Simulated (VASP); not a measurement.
## InSb3: single point with PBEsol+D3(BJ)

InSb3:

```xyz
4
Lattice="0.0000 3.6251 3.6251 3.6251 0.0000 3.6251 3.6251 3.6251 0.0000" Properties=species:S:1:pos:R:3 pbc="T T T"
In    0.0000    0.0000    0.0000
Sb    1.8125    1.8125    1.8125
Sb    5.4376    5.4376    5.4376
Sb    3.6251    3.6251    3.6251
```

```json
{
 "Program": "VASP 6.6.1",
 "Task": "single point",
 "Functional": "PBEsol",
 "Dispersion": "D3(BJ)",
 "Potentials or basis": "VASP PAW PBE potentials, release 64 (In_d, Sb)",
 "Cutoff": "500 eV",
 "k mesh": "10 × 10 × 10",
 "Occupations": "gaussian, width 0.1 eV",
 "Spin": "no spin polarisation",
 "Dipole correction": "no",
 "Further INCAR settings": "ALGO = Normal; EDIFF = 1e-06; NBANDS = 22"
}
```

| Quantity | Value |
| --- | --- |
| Pressure | 2.4 GPa |
| Band gap on the k mesh | zero (bands 14 and 15 overlap by 3.25 eV) |
| Dispersion energy per atom | -0.528 eV |

Levels at points of the mesh, in eV from the Fermi level:
```tsv
k point	band 11	band 12	band 13	band 14	band 15	band 16	band 17	band 18
(0.00, 0.00, 0.00)	-2.84	-2.73	-2.73	-2.73	-1.72	-0.89	-0.89	-0.89
(0.50, 0.00, 0.00)	-3.89	-3.06	-3.06	0.09	0.28	2.21	2.21	3.16
(0.50, 0.50, 0.00)	-5.82	0.88	1.14	1.14	1.91	2.09	2.09	2.13
```

Wall time 2.6 min on 1 thread of Intel Xeon 8259CL, with other jobs on the host, peak memory 0.3 GiB.

Caveat: the PAW data sets were made with another functional, which shifts forces and pressure a little; spin-orbit coupling is left out, which moves the levels of the heavy elements.
